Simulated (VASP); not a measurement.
# SiO2 (rutile type) (P4_2/mnm) in VASP: notebook

The runs below take SiO2 (rutile type) through single point, with PBEsol.

All numbers are computed with VASP 6.6.1; they aren't measurements. Logs are shortened: lines on timing, memory, paths and dates and some standing lists are left out, and cuts for length are marked.

## Step 1: The cell of the first run

It takes space group P4_2/mnm (No. 136, tetragonal). The conventional cell has a = 4.094 Å, b = 4.094 Å, c = 2.642 Å, α = 90.00°, β = 90.00°, γ = 90.00°. Si (site symmetry mmm) has 6 O at 1.74 to 1.76 Å within 2.3 Å. O (site symmetry m2m) has 3 Si at 1.74 to 1.76 Å and 1 O at 2.27 Å within 2.3 Å.

## Step 2: Single point, PBEsol

INCAR

```
ALGO = Normal
EDIFF = 1E-6
ENCUT = 520
GGA = PS
ISIF = 2
ISMEAR = -1
LASPH = True
LCHARG = False
LREAL = False
LWAVE = False
NBANDS = 25
NELM = 60
PREC = Accurate
SIGMA = 0.05
```

KPOINTS

```
k-points
0
Gamma
  8 8 11
```

POSCAR

```
SiO2
1.0
    4.0944996715      0.0000000000      0.0000000000
    0.0000000000      4.0944996715      0.0000000000
    0.0000000000      0.0000000000      2.6424672847
Si O
2 4
Direct
    0.0000000000      0.0000000000      0.0000000000
    0.5000000000      0.5000000000      0.5000000000
    0.3039160796      0.3039160796      0.0000000000
    0.6960839204      0.6960839204      0.0000000000
    0.8039160796      0.1960839204      0.5000000000
    0.1960839204      0.8039160796      0.5000000000
```

Potentials or basis: VASP PAW PBE potentials, release 64 (Si, O).

Started as:

```sh
$ cat potpaw_PBE.64/Si/POTCAR potpaw_PBE.64/O/POTCAR > POTCAR
$ mpirun -np 1 vasp_std > vasp.out
```

OUTCAR:

```text
EDIFF = 1E-6
   ENCUT = 520
   GGA = PS
   ISIF = 2
   ISMEAR = -1
   LASPH = True
   LREAL = False
   NELM = 60
   PREC = Accurate

 ion  position               nearest neighbor table
   1  0.000  0.000  0.000-   5 1.74   6 1.74   5 1.74   6 1.74   3 1.76   4 1.76
   2  0.500  0.500  0.500-   3 1.74   4 1.74   3 1.74   4 1.74   5 1.76   6 1.76
   3  0.304  0.304  0.000-   2 1.74   2 1.74   1 1.76
   4  0.696  0.696  0.000-   2 1.74   2 1.74   1 1.76
   5  0.804  0.196  0.500-   1 1.74   1 1.74   2 1.76
   6  0.196  0.804  0.500-   1 1.74   1 1.74   2 1.76

  LATTYP: Found a simple tetragonal cell.
 ALAT       =     4.0944996715
 C/A-ratio  =     0.6453700077

  Lattice vectors:

 A1 = (   4.0944996715,   0.0000000000,   0.0000000000)
 A2 = (   0.0000000000,   4.0944996715,   0.0000000000)
 A3 = (   0.0000000000,   0.0000000000,   2.6424672847)

Analysis of symmetry for initial positions (statically):
=====================================================================
 Subroutine PRICEL returns:
 Original cell was already a primitive cell.

 Routine SETGRP: Setting up the symmetry group for a
 simple tetragonal supercell.

 Subroutine GETGRP returns: Found 16 space group operations
 (whereof  8 operations were pure point group operations)
 out of a pool of 16 trial point group operations.

The static configuration has the point symmetry D_2h.
 The point group associated with its full space group is D_4h.

Analysis of symmetry for dynamics (positions and initial velocities):
=====================================================================
 Subroutine PRICEL returns:
 Original cell was already a primitive cell.

 Routine SETGRP: Setting up the symmetry group for a
 simple tetragonal supercell.

 Subroutine GETGRP returns: Found 16 space group operations
 (whereof  8 operations were pure point group operations)
 out of a pool of 16 trial point group operations.

The dynamic configuration has the point symmetry D_2h.
 The point group associated with its full space group is D_4h.

 Subroutine INISYM returns: Found 16 space group operations
 (whereof  8 operations are pure point group operations),
 and found     1 'primitive' translations

----------------------------------------------------------------------------------------

                                     Primitive cell

  volume of cell :      44.3008

  direct lattice vectors                    reciprocal lattice vectors
     4.094499672  0.000000000  0.000000000     0.244230084  0.000000000  0.000000000
     0.000000000  4.094499672  0.000000000     0.000000000  0.244230084  0.000000000
     0.000000000  0.000000000  2.642467285     0.000000000  0.000000000  0.378434203

  length of vectors
     4.094499672  4.094499672  2.642467285     0.244230084  0.244230084  0.378434203

  position of ions in fractional coordinates (direct lattice)
     0.000000000  0.000000000  0.000000000
     0.500000000  0.500000000  0.500000000
     0.303916080  0.303916080  0.000000000
     0.696083920  0.696083920  0.000000000
     0.803916080  0.196083920  0.500000000
     0.196083920  0.803916080  0.500000000

  ion indices of the primitive-cell ions
   primitive index   ion index
                 1           1
                 2           2
                 3           3
                 4           4
                 5           5
                 6           6

----------------------------------------------------------------------------------------

 KPOINTS: k-points

Automatic generation of k-mesh.
 Grid dimensions read from file:
 generate k-points for:    8    8   11

 Generating k-lattice:

  Cartesian coordinates                     Fractional coordinates (reciprocal lattice)
     0.030528761  0.000000000  0.000000000     0.125000000  0.000000000  0.000000000
     0.000000000  0.030528761  0.000000000     0.000000000  0.125000000  0.000000000
     0.000000000  0.000000000  0.034403109     0.000000000  0.000000000  0.090909091

  Length of vectors
     0.030528761  0.030528761  0.034403109

  Shift w.r.t. Gamma in fractional coordinates (k-lattice)
     0.000000000  0.000000000  0.000000000

 Subroutine IBZKPT returns following result:
 ===========================================

 Found     90 irreducible k-points:

 Following reciprocal coordinates:
            Coordinates               Weight
  0.000000  0.000000  0.000000      1.000000
  0.125000  0.000000  0.000000      4.000000
  0.250000  0.000000  0.000000      4.000000
  0.375000  0.000000  0.000000      4.000000
  0.500000  0.000000  0.000000      2.000000
  0.125000  0.125000  0.000000      4.000000
[... 16 lines left out ...]
  0.375000  0.125000  0.090909     16.000000
  0.500000  0.125000  0.090909      8.000000
 [... further k-points ...]
   k-points           NKPTS =     90   k-points in BZ     NKDIM =     90   number of bands    NBANDS=     25
   number of dos      NEDOS =    301   number of ions     NIONS =      6
   total plane-waves  NPLWV =  18000
   dimension x,y,z NGX =    30 NGY =   30 NGZ =   20
   dimension x,y,z NGXF=    60 NGYF=   60 NGZF=   40
   ions per type =               2   4
   NGX,Y,Z   is equivalent  to a cutoff of  12.18, 12.18, 12.58 a.u.
   NGXF,Y,Z  is equivalent  to a cutoff of  24.36, 24.36, 25.17 a.u.
 SYSTEM =  unknown system
   PREC   = accura    normal or accurate (medium, high low for compatibility)
   ISTART =      0    job   : 0-new  1-cont  2-samecut
   ICHARG =      2    charge: 1-file 2-atom 10-const
   ISPIN  =      1    spin polarized calculation?
   LNONCOLLINEAR =      F non collinear calculations
   LSORBIT =      F    spin-orbit coupling
   LASPH  =      T    aspherical Exc in radial PAW
   ENCUT  =  520.0 eV  38.22 Ry    6.18 a.u.   7.61  7.61  4.91*2*pi/ulx,y,z
   NELM   =     60;   NELMIN=  2; NELMDL= -5     # of ELM steps
   EDIFF  = 0.1E-05   stopping-criterion for ELM
   LREAL  =      F    real-space projection
   EDIFFG = 0.1E-04   stopping-criterion for IOM
   NSW    =      0    number of steps for IOM
   IBRION =     -1    ionic relax: 0-MD 1-quasi-New 2-CG
   NFREE  =      0    steps in history (QN), initial steepest desc. (CG)
   ISIF   =      2    stress and relaxation
   ISYM   =      2    0-nonsym 1-usesym 2-fastsym
   POTIM  = 0.5000    time-step for ionic-motion
   TEBEG  =    0.0;   TEEND  =   0.0 temperature during run
   PSTRESS=    0.0 pullay stress
   NELECT =      32.0000    total number of electrons
   NUPDOWN=      -1.0000    fix difference up-down
   EMIN   =  10.00;   EMAX   =-10.00  energy-range for DOS
   EFERMI =   0.00;   METHOD = LEGACY
   ISMEAR =    -1;   SIGMA  =   0.05  broadening in eV -4-tet -1-fermi 0-gaus
   EFERMI_NEDOS =   21; number of points for ismear=-14 and -15
   IALGO  =     38    algorithm
   IMIX   =      4    mixing-type and parameters
     AMIX     =   0.40;   BMIX     =  1.00
     AMIX_MAG =   1.60;   BMIX_MAG =  1.00
  volume/ion in A,a.u.               =       7.38        49.83
  Fermi-wavevector in a.u.,A,eV,Ry     =   1.468885  2.775790 29.356235  2.157622
  Thomas-Fermi vector in A             =   2.584329
   LORBIT       =      0    0 simple, 1 ext, 2 COOP (PROOUT), +10 PAW based schemes
   GGA     = PS    functional components
   LHFCALC =     F    Hartree Fock is set to
   AEXX    =    0.0000 exact exchange contribution
   IVDW    =     0    specifies the selected vdW correction
   LEPSILON=     F    determine dielectric tensor
   LRPA    =     F    only Hartree local field effects (RPA)
 non-spin polarized calculation
  energy-cutoff  :      520.00
  volume of cell :       44.30
 maximum number of plane-waves:      1218
   NGX = 15   NGY = 15   NGZ =  9

 number of electron      31.9999993 magnetization

 Free energy of the ion-electron system (eV)
  ---------------------------------------------------
  ext. energy  EPLUGINS =         0.00000000
  ---------------------------------------------------
  free energy    TOTEN  =       -48.79727114 eV

  energy without entropy =      -48.79727114  energy(sigma->0) =      -48.79727114

 E-fermi :   9.9421     XC(G=0): -12.7998

 val. band max:        8.9169198697   @ k =   0.0000   0.0000   0.0000
 cond. band min:      15.2870214453   @ k =   0.0000   0.0000   0.0000
 fundamental gap:      6.3701015757
 Fermi energy:         9.9420759386

 k-point     1 :       0.0000    0.0000    0.0000
  band No.  band energies     occupation
      1     -14.1954      2.00000
      2     -10.2576      2.00000
      3     -10.2576      2.00000
      4      -9.8500      2.00000
      5      -2.4738      2.00000
      6       2.0619      2.00000
[... 17 lines left out ...]
     24      24.0443      0.00000
     25      25.1373      0.00000

 k-point     2 :       0.1250    0.0000    0.0000
  band No.  band energies     occupation
      1     -14.1065      2.00000
      2     -10.7155      2.00000
      3     -10.2098      2.00000
      4      -9.5933      2.00000
      5      -2.3577      2.00000
      6       1.6364      2.00000
[... 17 lines left out ...]
     24      23.5406      0.00000
     25      25.0235      0.00000

 k-point     3 :       0.2500    0.0000    0.0000
  band No.  band energies     occupation
      1     -13.8433      2.00000
      2     -11.4288      2.00000
      3     -10.0735      2.00000
      4      -9.4339      2.00000
      5      -2.0281      2.00000
      6       0.7812      2.00000
[... 17 lines left out ...]
     24      23.0314      0.00000
     25      24.6574      0.00000

 k-point     4 :       0.3750    0.0000    0.0000
  band No.  band energies     occupation
      1     -13.4165      2.00000
      2     -12.1666      2.00000
      3      -9.8731      2.00000
      4      -9.4777      2.00000
      5      -1.5219      2.00000
      6      -0.0847      2.00000
[... 17 lines left out ...]
     24      23.5033      0.00000
     25      23.5774      0.00000
[... 477 lines left out ...]
 k-point    22 :       0.2500    0.1250    0.0909
  band No.  band energies     occupation
      1     -13.6471      2.00000
      2     -11.3610      2.00000
      3     -10.2028      2.00000
      4      -9.4174      2.00000
      5      -1.7935      2.00000
      6       0.8727      2.00000
[... 17 lines left out ...]
     24      22.9944      0.00000
     25      23.7425      0.00000

 k-point    23 :       0.3750    0.1250    0.0909
  band No.  band energies     occupation
      1     -13.2320      2.00000
      2     -12.0351      2.00000
      3     -10.0011      2.00000
      4      -9.5329      2.00000
      5      -1.2551      2.00000
      6       0.1280      2.00000
[... 17 lines left out ...]
     24      22.7471      0.00000
     25      23.7436      0.00000

 k-point    24 :       0.5000    0.1250    0.0909
  band No.  band energies     occupation
      1     -12.6817      2.00000
      2     -12.6817      2.00000
      3      -9.7542      2.00000
      4      -9.7542      2.00000
      5      -0.6026      2.00000
      6      -0.6026      2.00000
[... 17 lines left out ...]
     24      22.0914      0.00000
     25      23.9006      0.00000

 [... further k-points ...]
[... 5 lines left out ...]
  --------------------------------------------------------------------------------------
  -------------------------------------------------------------------------------------
  Total        5.8737641      5.8737641      6.1134191     -0.0000000      0.0000000      0.0000000
  in kB      212.4299668    212.4299668    221.0973069     -0.0000000      0.0000000      0.0000000
  external PRESSURE =     215.3190802 kB  Pullay stress =       0.0000000 kB

 VOLUME and BASIS-vectors are now :
 -----------------------------------------------------------------------------
  energy-cutoff  :      520.00
  volume of cell :       44.30
      direct lattice vectors                 reciprocal lattice vectors
     4.094499672  0.000000000  0.000000000     0.244230084  0.000000000  0.000000000
     0.000000000  4.094499672  0.000000000     0.000000000  0.244230084  0.000000000
     0.000000000  0.000000000  2.642467285     0.000000000  0.000000000  0.378434203

 POSITION                                       TOTAL-FORCE (eV/Angst)
 -----------------------------------------------------------------------------------
      0.00000      0.00000      0.00000         0.000000      0.000000     -0.000000
      2.04725      2.04725      1.32123         0.000000      0.000000     -0.000000
      1.24438      1.24438      0.00000        -0.020118     -0.020118     -0.000000
      2.85012      2.85012      0.00000         0.020118      0.020118      0.000000
      3.29163      0.80287      1.32123        -0.020118      0.020118      0.000000
      0.80287      3.29163      1.32123         0.020118     -0.020118     -0.000000
 -----------------------------------------------------------------------------------
    total drift:                               -0.000000      0.000000     -0.000000

  FREE ENERGIE OF THE ION-ELECTRON SYSTEM (eV)
  ---------------------------------------------------
  free  energy   TOTEN  =       -48.7972711367 eV

  energy  without entropy=      -48.7972711367  energy(sigma->0) =      -48.79727114
```

It took 1.7 min on 1 thread of Intel Xeon 8259CL, shared host; peak memory 0.19 GiB.

Results:

- Free energy: -48.7973 eV
- Pressure: 21.5 GPa
- Largest force: 0.028 eV/Å
- Band gap on the k mesh: 6.37 eV

Forces in eV/Å, atoms in the order of the input:
```
Si   0.000  0.000  0.000
Si   0.000  0.000  0.000
O   -0.020 -0.020  0.000
O    0.020  0.020  0.000
O   -0.020  0.020  0.000
O    0.020 -0.020  0.000
```

Stress tensor (GPa, compression positive):
```
21.24  0.00  0.00
 0.00 21.24  0.00
 0.00  0.00 22.11
```

Levels at points of the mesh, in eV from the valence-band top:
```
           k point  band 12  band 13  band 14  band 15  band 16  band 17  band 18  band 19  band 20  band 21
(0.00, 0.00, 0.00)    -3.35    -2.53    -0.93    -0.93     0.00     6.37     6.57     8.55     8.55    10.89
(0.50, 0.00, 0.00)    -4.23    -2.82    -2.82    -1.11    -1.11     8.19     8.19     9.17     9.17    11.36
(0.50, 0.50, 0.00)    -3.51    -2.96    -2.96    -2.47    -2.47     7.87     7.87    10.30    10.30    13.66
```

Caveat: the cell stands under pressure; the PAW data sets were made with another functional, which shifts forces and pressure a little; an odd mesh through Γ misses points on the zone boundary, where band edges can lie.

## Step 3: Single point, PBEsol (7.38 Å³/atom)

INCAR

```
SYSTEM = SiO2
PREC = Accurate ; ENCUT = 520
EDIFF = 1E-6 ; ISMEAR = -1
SIGMA = 0.05 ; LREAL = .FALSE.
LASPH = .TRUE. ; NELM = 60
ALGO = Normal ; ISIF = 2
LWAVE = .FALSE. ; LCHARG = .FALSE.
GGA = PS ; NBANDS = 25
```

KPOINTS

```
regular mesh
0
G
  8 8 11
  0 0 0
```

POSCAR is that of step 2.

Potentials or basis: VASP PAW PBE potentials, release 64 (Si, O).

Started as:

```sh
$ cat potpaw_PBE.64/Si/POTCAR potpaw_PBE.64/O/POTCAR > POTCAR
$ mpirun -np 1 vasp_std > vasp.out
```

It took 94 s on 1 thread of Intel Xeon 8259CL, shared host; peak memory 0.19 GiB.

Results (log left out):

```
Free energy            : -48.7973 eV
Pressure               : 21.5 GPa
Largest force          : 0.028 eV/Å
Band gap on the k mesh : 6.37 eV
```

Forces in eV/Å, atoms in the order of the input:
```
Si   0.000  0.000  0.000
Si   0.000  0.000  0.000
O   -0.020 -0.020  0.000
O    0.020  0.020  0.000
O   -0.020  0.020  0.000
O    0.020 -0.020  0.000
```

Stress tensor (GPa, compression positive):
```
21.24  0.00  0.00
 0.00 21.24  0.00
 0.00  0.00 22.11
```

Levels at points of the mesh, in eV from the valence-band top:
```tsv
k point	band 14	band 15	band 16	band 17	band 18	band 19
(0.00, 0.00, 0.00)	-0.93	-0.93	0.00	6.37	6.57	8.55
(0.50, 0.00, 0.00)	-2.82	-1.11	-1.11	8.19	8.19	9.17
(0.50, 0.50, 0.00)	-2.96	-2.47	-2.47	7.87	7.87	10.30
```

Caveat: the cell stands under pressure; the PAW data sets were made with another functional, which shifts forces and pressure a little; an odd mesh through Γ misses points on the zone boundary, where band edges can lie.

(Part 1 of 2 ends here.)
